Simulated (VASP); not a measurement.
Runs of VASP 6.6.1 on AgCl. The structure is that of space group Fm-3m (No. 225), or close to it. The cells are those of the table. 

```tsv
level	cell	smearing	gap on the mesh (eV)	pressure (GPa)
PBE	a = 3.925, b = 3.925, c = 3.883 Å, angles 60.4, 60.4, 59.3°, 2 atoms	fermi-dirac 0.02 eV	(a)	2.0
r2SCAN	a = 3.932, b = 3.932, c = 3.922 Å, angles 60.1, 60.1, 59.8°, 2 atoms	gaussian 0.01 eV	1.41	-0.4
PBE	a = 3.932, b = 3.932, c = 3.922 Å, angles 60.1, 60.1, 59.8°, 2 atoms	fermi-dirac 0.02 eV	0.89	1.2
r2SCAN	a = 3.902 Å, angles 60.0°, 2 atoms	gaussian 0.01 eV	1.42	0.7
r2SCAN	a = 3.925, b = 3.925, c = 3.883 Å, angles 60.4, 60.4, 59.3°, 2 atoms	gaussian 0.01 eV	(b)	0.4
```

Alike in all rows: task single point; potentials or basis VASP PAW PBE potentials, release 64 (Ag, Cl); no spin polarisation; k mesh 8 × 8 × 8; cutoff (eV) 520.

**Question.** Fill in the values left out.

**Answer.** (a) 0.84; (b) 1.35.

Caveats: the PAW data sets were made with another functional, which shifts forces and pressure a little (at least some runs).

A k mesh can miss the band edges, and the runs leave out spin-orbit coupling on Ag.
